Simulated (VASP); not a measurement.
Li12NO: single point with PBE

System: Li12NO, a slab with vacuum.

```
Li N O
1.0
     5.94517    0.00000    0.00000
    -1.98172    5.60516    0.00000
     0.00000    0.00000   22.68313
Li N O
12 1 1
Direct
  0.25000 0.25000 0.17634
  0.25000 0.75000 0.17634
  0.75000 0.25000 0.17634
  0.75000 0.75000 0.17634
  0.00000 0.00000 0.27942
  0.00000 0.50000 0.27942
  0.50000 0.00000 0.27942
  0.50000 0.50000 0.27942
  0.25000 0.25000 0.38280
  0.25000 0.75000 0.38280
  0.75000 0.25000 0.38280
  0.75000 0.75000 0.38280
  0.91667 0.58333 0.48905
  0.06553 0.73219 0.51506
```

```yaml
Program: VASP 6.6.1
Task: single point
Functional: PBE
Potentials_or_basis: VASP PAW PBE potentials, release 64 (Li_sv, N, O)
Cutoff: 520 eV
k_mesh: 5 × 5 × 1
Occupations: gaussian, width 0.1 eV
Spin: collinear spin, ferromagnetic start
Starting_moments: "[0.0, 0.0, 0.0, 0.0, 0.0, 0.0, 0.0, 0.0, 0.0, 0.0, 0.0, 0.0, 1.0, 0.0] μB"
```

The largest force is 1.645 eV/Å, the net moment is 0.00 μB per cell and the valence electrons inside the program's atomic spheres are Li 2.07, 2.08 (each value once); N 3.66; O 5.06.

Forces in eV/Å, atoms in the order of the input:
```
Li   0.004 -0.003 -0.014
Li  -0.006  0.005  0.000
Li   0.000  0.003  0.003
Li   0.002 -0.005 -0.005
Li   0.002 -0.003  0.014
Li  -0.001  0.005  0.003
Li  -0.003  0.003  0.045
Li   0.000 -0.007  0.008
Li  -0.044  0.036  0.002
Li  -0.106 -0.081  0.147
Li   0.034  0.194  0.207
Li   0.104 -0.085  0.170
N   -0.579 -0.912 -1.240
O    0.593  0.849  0.659
```

Levels at points of the mesh, in eV from the Fermi level:
Spin up:
| k point | band 20 | band 21 | band 22 | band 23 | band 24 | band 25 | band 26 | band 27 | band 28 | band 29 |
| --- | --- | --- | --- | --- | --- | --- | --- | --- | --- | --- |
| (0.00, 0.00, 0.00) | -0.42 | -0.18 | -0.03 | 0.00 | 0.03 | 0.15 | 0.23 | 0.36 | 0.49 | 0.59 |
Spin down:
```tsv
k point	band 21	band 22	band 23	band 24	band 25	band 26	band 27	band 28
(0.00, 0.00, 0.00)	-0.18	-0.03	0.00	0.03	0.15	0.23	0.36	0.49
```

Run time: 17 min on 4 MPI ranks on AMD EPYC 7R43 64-Core Processor (Zen 3), with other jobs on the host, peak memory 1.5 GiB a rank.

Caveat: the standard files for N, O and F lose accuracy on very short bonds.
